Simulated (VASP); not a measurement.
A run of VASP 6.6.1 is set up as follows.

INCAR

```
SYSTEM = SmAl3
PREC = Accurate
ENCUT = 520
EDIFF = 1E-8
ISMEAR = -1
SIGMA = 0.05
LREAL = .False.
LASPH = .True.
NELM = 150
ALGO = Normal
ISIF = 2
LWAVE = .False.
LCHARG = .False.
ISPIN = 2
MAGMOM = 5 5 0 0 0 0 0 0
LORBIT = 11
LMAXMIX = 6
GGA = PS
LEFG = .True.
NBANDS = 39
```

KPOINTS

```
Automatic mesh
0
Gamma
  6 6 7
  0 0 0
```

Contents of POSCAR:

```
SmAl3
1.0
    6.4112492985      0.0000000000      0.0000000000
   -3.2056246493      5.5523047625      0.0000000000
    0.0000000000      0.0000000000      4.5926560600
Sm Al
2 6
Direct
    0.6666666700      0.3333333300      0.2500000000
    0.3333333300      0.6666666700      0.7500000000
    0.8583193700      0.1416806300      0.7500000000
    0.1416806300      0.2833612600      0.2500000000
    0.7166387400      0.8583193700      0.2500000000
    0.1416806300      0.8583193700      0.2500000000
    0.8583193700      0.7166387400      0.7500000000
    0.2833612600      0.1416806300      0.7500000000
```

Potentials or basis: VASP PAW PBE potentials, release 64 (Sm, Al).

The run is started by

```bash
$ cat potpaw_PBE.64/Sm/POTCAR potpaw_PBE.64/Al/POTCAR > POTCAR
$ mpirun -np 1 vasp_std > vasp.out
```

(1) Estimate the pressure.

(2) Predict the site moments.

(3) Predict the largest force.

## Answers

(1) 0.1 GPa.

(2) Sm +5.34; Al -0.01 μB.

(3) 0.372 eV/Å.

Caveat: the magnetic or orbital state may not be the lowest; without QUAD_EFG the Cq values of the log hold for a quadrupole moment of 1 mb, not for the nuclei; the PAW data sets were made with another functional, which shifts forces and pressure a little.
